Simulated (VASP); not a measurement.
AlNi3, 4 atoms in the cell. The structure is cubic, space group Pm-3m (No. 221). The conventional cell has a = 3.523 Å, b = 3.523 Å, c = 3.523 Å, α = 90.00°, β = 90.00°, γ = 90.00°. Within 3.3 Å of Al (site symmetry m-3m) lie 12 Ni at 2.49 Å. Within 3.3 Å of Ni (site symmetry 4/mmm) lie 4 Al at 2.49 Å and 8 Ni at 2.49 Å. 

```yaml
Program: VASP 6.6.1
Task: single point
Functional: LDA
Potentials_or_basis: VASP PAW LDA potentials, release 64 (Al, Ni)
Cutoff: 520 eV
k_mesh: 12 × 12 × 12
Occupations: gaussian, width 0.05 eV
Spin: collinear spin, ferromagnetic start
Starting_moments: "[0.0, 0.8, 0.8, 0.8] μB"
Dipole_correction: no
Further_INCAR_settings: ALGO = Fast; EDIFF = 1e-06; NBANDS = 28
```

Potentials or basis: VASP PAW LDA potentials, release 64 (Al, Ni).

The run is started by

```console
$ cat potpaw_LDA.64/Al/POTCAR potpaw_LDA.64/Ni/POTCAR > POTCAR
$ mpirun -np 1 vasp_std > vasp.out
```

Hardware: 1 thread of Intel(R) Xeon(R) 6975P-C (Granite Rapids), on a shared host.

Estimate the wall time of this run.

It took 2.2 min on 1 thread of Intel(R) Xeon(R) 6975P-C (Granite Rapids), with other jobs on the host, peak memory 0.24 GiB. Counts: scf iterations 19, k points 84.
